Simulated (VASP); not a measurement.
Input of a VASP 6.6.1 run:

INCAR

```
SYSTEM = Cu3Te
PREC     = Accurate       ! precision mode
ENCUT    = 520            ! plane-wave cutoff, eV
EDIFF    = 1E-6           ! SCF threshold, eV
ISMEAR   = -1             ! smearing method
SIGMA    = 0.2            ! smearing width, eV
LREAL    = .False.        ! projectors in reciprocal space
LASPH    = .True.         ! aspherical terms in the spheres
NELM     = 100            ! most SCF steps
ALGO     = Normal         ! electronic algorithm
ISIF     = 2              ! what is computed and relaxed
LWAVE    = .False.        ! write WAVECAR
LCHARG   = .False.        ! write CHGCAR
GGA      = PE             ! functional
NBANDS   = 28             ! bands
```

File KPOINTS:

```
regular mesh
0
Gamma
  6 6 6
  0 0 0
```

POSCAR

```
Cu3Te
1.0
    3.9201735375      0.0000000000      0.0000000000
    0.0000000000      3.9201735375      0.0000000000
    0.0000000000      0.0000000000      3.9201735375
Cu Te
3 1
Direct
    0.0000000000      0.5000000000      0.5000000000
    0.5000000000      0.0000000000      0.5000000000
    0.5000000000      0.5000000000      0.0000000000
    0.0000000000      0.0000000000      0.0000000000
```

Potentials or basis: VASP PAW PBE potentials, release 64 (Cu, Te).

Command:

```sh
$ cat potpaw_PBE.64/Cu/POTCAR potpaw_PBE.64/Te/POTCAR > POTCAR
$ mpirun -np 1 vasp_std > vasp.out
```

Problem. Estimate the pressure.

Solution. 3.7 GPa.

Problem. What does it give for the band gap on the k mesh?

Solution. Zero (an odd number of electrons rules out a gap without spin polarisation).

Caveat: the cell stands under pressure; spin-orbit coupling is left out, which moves the levels of the heavy elements.
